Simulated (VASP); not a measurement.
# MgTlSe (P4/mmm) in VASP: further runs

The runs below take MgTlSe through single point, relaxation of cell and atoms, with PBE.

Program: VASP 6.6.1. These are calculated values, not measurements. Logs are shortened: lines on timing, memory, paths and dates and some standing lists are left out, and cuts for length are marked.

## 1. The cell of the first run

The structure is tetragonal, space group P4/mmm (No. 123). Conventional cell: a = 3.684 Å, b = 3.684 Å, c = 5.990 Å, α = 90.00°, β = 90.00°, γ = 90.00°. Within 3.4 Å of Mg (site symmetry 4/mmm) lie 4 Se at 2.61 Å and 2 Tl at 2.99 Å. Within 4.0 Å of Tl (site symmetry 4/mmm) lie 2 Mg at 2.99 Å and 4 Tl at 3.68 Å and 8 Se at 3.97 Å. Se (site symmetry 4/mmm) has 4 Mg at 2.61 Å within 3.4 Å.

The cell was built from a structure type or drawn by symmetry, and may not be a known phase.

## 2. Single point, PBE

Contents of INCAR:

```
PREC = Accurate ; ENCUT = 520
EDIFF = 1E-6 ; ISMEAR = 0
SIGMA = 0.1 ; LREAL = F
LASPH = T ; NELM = 80
ALGO = Normal ; ISIF = 2
LWAVE = F ; LCHARG = T
GGA = PE ; LELF = T
LVHAR = T ; NBANDS = 18
```

Contents of KPOINTS:

```
Automatic mesh
0
Gamma
  6 6 4
```

Contents of POSCAR:

```
MgTlSe
1.0
    3.6842828900      0.0000000000      0.0000000000
    0.0000000000      3.6842828900      0.0000000000
    0.0000000000      0.0000000000      5.9898141900
Mg Tl Se
1 1 1
Direct
    0.0000000000      0.0000000000      0.0000000000
    0.0000000000      0.0000000000      0.5000000000
    0.5000000000      0.5000000000      0.0000000000
```

Potentials or basis: VASP PAW PBE potentials, release 64 (Mg, Tl_d, Se).

The run is started by

```console
$ cat potpaw_PBE.64/Mg/POTCAR potpaw_PBE.64/Tl_d/POTCAR potpaw_PBE.64/Se/POTCAR > POTCAR
$ mpirun -np 1 vasp_std > vasp.out
```

OUTCAR:

```text
PREC = Accurate
   ENCUT = 520
   EDIFF = 1E-6
   ISMEAR = 0
   LREAL = F
   LASPH = T
   NELM = 80
   ISIF = 2
   GGA = PE

 ion  position               nearest neighbor table
   1  0.000  0.000  0.000-   3 2.61   3 2.61   3 2.61   3 2.61   2 2.99   2 2.99
   2  0.000  0.000  0.500-   1 2.99   1 2.99
   3  0.500  0.500  0.000-   1 2.61   1 2.61   1 2.61   1 2.61

  LATTYP: Found a simple tetragonal cell.
 ALAT       =     3.6842828900
 C/A-ratio  =     1.6257747759

  Lattice vectors:

 A1 = (   3.6842828900,   0.0000000000,   0.0000000000)
 A2 = (   0.0000000000,   3.6842828900,   0.0000000000)
 A3 = (   0.0000000000,   0.0000000000,   5.9898141900)

Analysis of symmetry for initial positions (statically):
=====================================================================
 Subroutine PRICEL returns:
 Original cell was already a primitive cell.

 Routine SETGRP: Setting up the symmetry group for a
 simple tetragonal supercell.

 Subroutine GETGRP returns: Found 16 space group operations
 (whereof 16 operations were pure point group operations)
 out of a pool of 16 trial point group operations.

The static configuration has the point symmetry D_4h.

Analysis of symmetry for dynamics (positions and initial velocities):
=====================================================================
 Subroutine PRICEL returns:
 Original cell was already a primitive cell.

 Routine SETGRP: Setting up the symmetry group for a
 simple tetragonal supercell.

 Subroutine GETGRP returns: Found 16 space group operations
 (whereof 16 operations were pure point group operations)
 out of a pool of 16 trial point group operations.

The dynamic configuration has the point symmetry D_4h.

 Subroutine INISYM returns: Found 16 space group operations
 (whereof 16 operations are pure point group operations),
 and found     1 'primitive' translations

----------------------------------------------------------------------------------------

                                     Primitive cell

  volume of cell :      81.3054

  direct lattice vectors                    reciprocal lattice vectors
     3.684282890  0.000000000  0.000000000     0.271423240  0.000000000  0.000000000
     0.000000000  3.684282890  0.000000000     0.000000000  0.271423240  0.000000000
     0.000000000  0.000000000  5.989814190     0.000000000  0.000000000  0.166950087

  length of vectors
     3.684282890  3.684282890  5.989814190     0.271423240  0.271423240  0.166950087

  position of ions in fractional coordinates (direct lattice)
     0.000000000  0.000000000  0.000000000
     0.000000000  0.000000000  0.500000000
     0.500000000  0.500000000  0.000000000

  ion indices of the primitive-cell ions
   primitive index   ion index
                 1           1
                 2           2
                 3           3

----------------------------------------------------------------------------------------

 KPOINTS: Automatic mesh

Automatic generation of k-mesh.
 Grid dimensions read from file:
 generate k-points for:    6    6    4

 Generating k-lattice:

  Cartesian coordinates                     Fractional coordinates (reciprocal lattice)
     0.045237207  0.000000000  0.000000000     0.166666667  0.000000000  0.000000000
     0.000000000  0.045237207  0.000000000     0.000000000  0.166666667  0.000000000
     0.000000000  0.000000000  0.041737522     0.000000000  0.000000000  0.250000000

  Length of vectors
     0.045237207  0.045237207  0.041737522

  Shift w.r.t. Gamma in fractional coordinates (k-lattice)
     0.000000000  0.000000000  0.000000000

 Subroutine IBZKPT returns following result:
 ===========================================

 Found     30 irreducible k-points:

 Following reciprocal coordinates:
            Coordinates               Weight
  0.000000  0.000000  0.000000      1.000000
  0.166667  0.000000  0.000000      4.000000
  0.333333  0.000000  0.000000      4.000000
  0.500000  0.000000  0.000000      2.000000
  0.166667  0.166667  0.000000      4.000000
  0.333333  0.166667  0.000000      8.000000
[... 16 lines left out ...]
  0.333333  0.000000  0.500000      4.000000
  0.500000  0.000000  0.500000      2.000000
 [... further k-points ...]
   k-points           NKPTS =     30   k-points in BZ     NKDIM =     30   number of bands    NBANDS=     18
   number of dos      NEDOS =    301   number of ions     NIONS =      3
   total plane-waves  NPLWV =  37632
   dimension x,y,z NGX =    28 NGY =   28 NGZ =   48
   dimension x,y,z NGXF=    56 NGYF=   56 NGZF=   96
   ions per type =               1   1   1
   NGX,Y,Z   is equivalent  to a cutoff of  12.63, 12.63, 13.32 a.u.
   NGXF,Y,Z  is equivalent  to a cutoff of  25.27, 25.27, 26.64 a.u.
 SYSTEM =  unknown system
   PREC   = accura    normal or accurate (medium, high low for compatibility)
   ISTART =      0    job   : 0-new  1-cont  2-samecut
   ICHARG =      2    charge: 1-file 2-atom 10-const
   ISPIN  =      1    spin polarized calculation?
   LNONCOLLINEAR =      F non collinear calculations
   LSORBIT =      F    spin-orbit coupling
   LASPH  =      T    aspherical Exc in radial PAW
   ENCUT  =  520.0 eV  38.22 Ry    6.18 a.u.   6.85  6.85 11.14*2*pi/ulx,y,z
   NELM   =     80;   NELMIN=  2; NELMDL= -5     # of ELM steps
   EDIFF  = 0.1E-05   stopping-criterion for ELM
   LREAL  =      F    real-space projection
   EDIFFG = 0.1E-04   stopping-criterion for IOM
   NSW    =      0    number of steps for IOM
   IBRION =     -1    ionic relax: 0-MD 1-quasi-New 2-CG
   NFREE  =      0    steps in history (QN), initial steepest desc. (CG)
   ISIF   =      2    stress and relaxation
   ISYM   =      2    0-nonsym 1-usesym 2-fastsym
   POTIM  = 0.5000    time-step for ionic-motion
   TEBEG  =    0.0;   TEEND  =   0.0 temperature during run
   PSTRESS=    0.0 pullay stress
   NELECT =      21.0000    total number of electrons
   NUPDOWN=      -1.0000    fix difference up-down
   EMIN   =  10.00;   EMAX   =-10.00  energy-range for DOS
   EFERMI =   0.00;   METHOD = LEGACY
   ISMEAR =     0;   SIGMA  =   0.10  broadening in eV -4-tet -1-fermi 0-gaus
   EFERMI_NEDOS =   21; number of points for ismear=-14 and -15
   IALGO  =     38    algorithm
   IMIX   =      4    mixing-type and parameters
     AMIX     =   0.40;   BMIX     =  1.00
     AMIX_MAG =   1.60;   BMIX_MAG =  1.00
  volume/ion in A,a.u.               =      27.10       182.89
  Fermi-wavevector in a.u.,A,eV,Ry     =   1.042577  1.970185 14.789083  1.086967
  Thomas-Fermi vector in A             =   2.177248
   LORBIT       =      0    0 simple, 1 ext, 2 COOP (PROOUT), +10 PAW based schemes
   GGA     = PE    functional components
   LHFCALC =     F    Hartree Fock is set to
   AEXX    =    0.0000 exact exchange contribution
   IVDW    =     0    specifies the selected vdW correction
   LEPSILON=     F    determine dielectric tensor
   LRPA    =     F    only Hartree local field effects (RPA)
 non-spin polarized calculation
 Gauss-broadening in eV      SIGMA  =   0.10
  energy-cutoff  :      520.00
  volume of cell :       81.31
 maximum number of plane-waves:      2236
 NGX is ok and might be reduce to    28
   NGX = 13   NGY = 13   NGZ = 23

 number of electron      21.0000001 magnetization

 Free energy of the ion-electron system (eV)
  ---------------------------------------------------
  ext. energy  EPLUGINS =         0.00000000
  ---------------------------------------------------
  free energy    TOTEN  =        -8.35638871 eV

  energy without entropy =       -8.34260677  energy(sigma->0) =       -8.34949774

 E-fermi :   4.3008     XC(G=0):  -9.0037

 val. band max:        4.2913874116   @ k =   0.3333   0.1667   0.2500
 cond. band min:       4.3493951397   @ k =   0.5000   0.5000   0.2500
 fundamental gap:      0.0580077282
 Fermi energy:         4.3007949613

 k-point     1 :       0.0000    0.0000    0.0000
  band No.  band energies     occupation
      1      -9.6020      2.00000
      2      -7.9436      2.00000
      3      -7.9376      2.00000
      4      -7.7238      2.00000
      5      -7.7238      2.00000
      6      -7.6150      2.00000
[... 10 lines left out ...]
     17      12.6358      0.00000
     18      12.6358      0.00000

 k-point     2 :       0.1667    0.0000    0.0000
  band No.  band energies     occupation
      1      -9.4557      2.00000
      2      -7.9407      2.00000
      3      -7.8769      2.00000
      4      -7.7535      2.00000
      5      -7.7214      2.00000
      6      -7.6366      2.00000
[... 10 lines left out ...]
     17      12.5379      0.00000
     18      12.7558      0.00000

 k-point     3 :       0.3333    0.0000    0.0000
  band No.  band energies     occupation
      1      -9.1196      2.00000
      2      -7.9415      2.00000
      3      -7.8116      2.00000
      4      -7.7598      2.00000
      5      -7.7165      2.00000
      6      -7.6794      2.00000
[... 10 lines left out ...]
     17      11.9647      0.00000
     18      13.0974      0.00000

 k-point     4 :       0.5000    0.0000    0.0000
  band No.  band energies     occupation
      1      -8.9201      2.00000
      2      -7.9462      2.00000
      3      -7.8401      2.00000
      4      -7.7140      2.00000
      5      -7.7071      2.00000
      6      -7.7006      2.00000
[... 375 lines left out ...]
      4      -7.7437      2.00000
      5      -7.7222      2.00000
      6      -7.6365      2.00000
[... 10 lines left out ...]
     17      12.2976      0.00000
     18      12.3952      0.00000

 k-point    23 :       0.3333    0.0000    0.5000
  band No.  band energies     occupation
      1      -9.1192      2.00000
      2      -7.9410      2.00000
      3      -7.7721      2.00000
      4      -7.7582      2.00000
      5      -7.7169      2.00000
      6      -7.6792      2.00000
[... 10 lines left out ...]
     17      10.6137      0.00000
     18      12.4727      0.00000

 k-point    24 :       0.5000    0.0000    0.5000
  band No.  band energies     occupation
      1      -8.9532      2.00000
      2      -7.9366      2.00000
      3      -7.7778      2.00000
      4      -7.7143      2.00000
      5      -7.7003      2.00000
      6      -7.6990      2.00000
[... 10 lines left out ...]
     17      10.8041      0.00000
     18      12.4767      0.00000

 [... further k-points ...]

------------------------ aborting loop because EDIFF is reached ----------------------------------------

  FORCE on cell =-STRESS in cart. coord.  units (eV):
  Direction    XX          YY          ZZ          XY          YZ          ZX
  --------------------------------------------------------------------------------------
  -------------------------------------------------------------------------------------
  Total        0.8223222      0.8223222      1.4504164      0.0000000      0.0000000      0.0000000
  in kB       16.2044124     16.2044124     28.5814325      0.0000000      0.0000000      0.0000000
  external PRESSURE =      20.3300858 kB  Pullay stress =       0.0000000 kB

 VOLUME and BASIS-vectors are now :
 -----------------------------------------------------------------------------
  energy-cutoff  :      520.00
  volume of cell :       81.31
      direct lattice vectors                 reciprocal lattice vectors
     3.684282890  0.000000000  0.000000000     0.271423240  0.000000000  0.000000000
     0.000000000  3.684282890  0.000000000     0.000000000  0.271423240  0.000000000
     0.000000000  0.000000000  5.989814190     0.000000000  0.000000000  0.166950087

 POSITION                                       TOTAL-FORCE (eV/Angst)
 -----------------------------------------------------------------------------------
      0.00000      0.00000      0.00000         0.000000      0.000000      0.000000
      0.00000      0.00000      2.99491         0.000000      0.000000      0.000000
      1.84214      1.84214      0.00000         0.000000      0.000000      0.000000
 -----------------------------------------------------------------------------------
    total drift:                               -0.000000      0.000000      0.000000

  FREE ENERGIE OF THE ION-ELECTRON SYSTEM (eV)
  ---------------------------------------------------
  free  energy   TOTEN  =        -8.3563887060 eV

  energy  without entropy=       -8.3426067716  energy(sigma->0) =       -8.34949774
```

It took 34 s on 1 thread of Intel Xeon Platinum 8259CL at 2.50GHz (Skylake/Cascade Lake), shared host; peak memory 0.21 GiB.

Results:

```yaml
Free_energy: -8.3564 eV
Pressure: 2.0 GPa
Band_gap_on_the_k_mesh: zero (an odd number of electrons rules out a gap without spin polarisation)
```

Stress tensor (GPa, compression positive):
```
1.62 0.00 0.00
0.00 1.62 0.00
0.00 0.00 2.86
```

Levels at points of the mesh, in eV from the Fermi level:
| k point | band 7 | band 8 | band 9 | band 10 | band 11 | band 12 | band 13 | band 14 |
| --- | --- | --- | --- | --- | --- | --- | --- | --- |
| (0.00, 0.00, 0.00) | -7.59 | -4.38 | -2.28 | -2.28 | 1.70 | 1.90 | 3.72 | 5.08 |
| (0.50, 0.00, 0.00) | -7.20 | -4.68 | -2.69 | -1.76 | -1.35 | -0.81 | 4.14 | 4.72 |
| (0.50, 0.50, 0.00) | -5.20 | -5.03 | -5.03 | -1.96 | 0.53 | 0.53 | 0.85 | 1.24 |
| (0.00, 0.00, 0.50) | -8.10 | -2.28 | -2.23 | -2.23 | -1.47 | 3.75 | 3.78 | 4.38 |
| (0.50, 0.00, 0.50) | -6.42 | -6.19 | -3.61 | -1.76 | 0.48 | 1.35 | 3.62 | 4.34 |
| (0.50, 0.50, 0.50) | -5.01 | -4.89 | -4.89 | -2.06 | -1.31 | -0.33 | -0.33 | 5.92 |

Caveat: spin-orbit coupling is left out, which moves the levels of the heavy elements.

(Continued in part 2 of 2.)
